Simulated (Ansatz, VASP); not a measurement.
**One calculation of PbO2, two programs**

```
Pb O
1.0
     5.09293    0.00000    0.00000
     0.00000    5.09293    0.00000
     0.00000    0.00000    3.47586
Pb O
2 4
Direct
  0.50000 0.50000 0.50000
  0.00000 0.00000 0.00000
  0.69257 0.69257 0.00000
  0.80743 0.19257 0.50000
  0.19257 0.80743 0.50000
  0.30743 0.30743 0.00000
```

Change from the starting cell: volume scaled by 1.06.

Alike in both runs: task single point; functional PBEsol; k mesh 6 × 6 × 8; occupations fermi-dirac, width 0.05 eV; no spin polarisation.

|  | VASP | Ansatz |
| --- | --- | --- |
| version | VASP 6.6.1 | Ansatz 0.2.0 |
| potentials or method | VASP PAW PBE potentials, release 64 (Pb_d, O), cutoff 520 eV | all-electron LAPW, scalar-relativistic |

Ansatz gave:

```
pressure (GPa)                                                : -6.8
traceless stress, the component that is largest in VASP (GPa) : -1.47
rms of the force components (eV/Å)                            : 0.065
```

Question: Which values does VASP return?

Answer: Pressure (GPa): -6.7; traceless stress, the component that is largest in VASP (GPa): -1.37; rms of the force components (eV/Å): 0.061.

VASP's potentials were made for PBE, not for PBEsol. Atom by atom the forces differ by 0.004 eV/Å (rms over components). Ansatz ran all-electron here, and VASP with PAW potentials.

Neither program's run includes spin-orbit coupling.
